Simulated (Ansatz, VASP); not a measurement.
## MoS2 in VASP and in Ansatz

```
S Mo
1.0
     3.16300    0.00000    0.00000
    -1.58150    2.73924    0.00000
     0.00000    0.00000   24.12682
S Mo
4 2
Cartesian
  0.0000 1.8262 7.5000
  0.0000 1.8262 10.5035
  0.0000 0.0000 13.6233
  0.0000 0.0000 16.6268
  1.5815 0.9131 9.0021
  0.0000 1.8262 15.1254
```

Alike in both runs: task single point; functional PBE; k mesh 10 × 10 × 1; occupations fermi-dirac, width 0.05 eV; no spin polarisation.

|  | VASP | Ansatz |
| --- | --- | --- |
| version | VASP 6.6.1 | Ansatz 0.2.0 |
| potentials or method | VASP PAW PBE potentials, release 64 (S, Mo_sv) | Ansatz PAW |
| plane-wave cutoff (eV) | 520 | 420 |
| valence electrons in the cell | 52 | 52 |

VASP gave:

- gap on the k mesh at the Fermi level (eV): 1.04
- least direct gap on the mesh (eV): 1.88
- rms of the force components (eV/Å): 0.624

**Question.** What did Ansatz give for the same quantities?

**Answer.** gap on the k mesh at the Fermi level (eV): 1.02; least direct gap on the mesh (eV): 1.88; rms of the force components (eV/Å): 0.633.
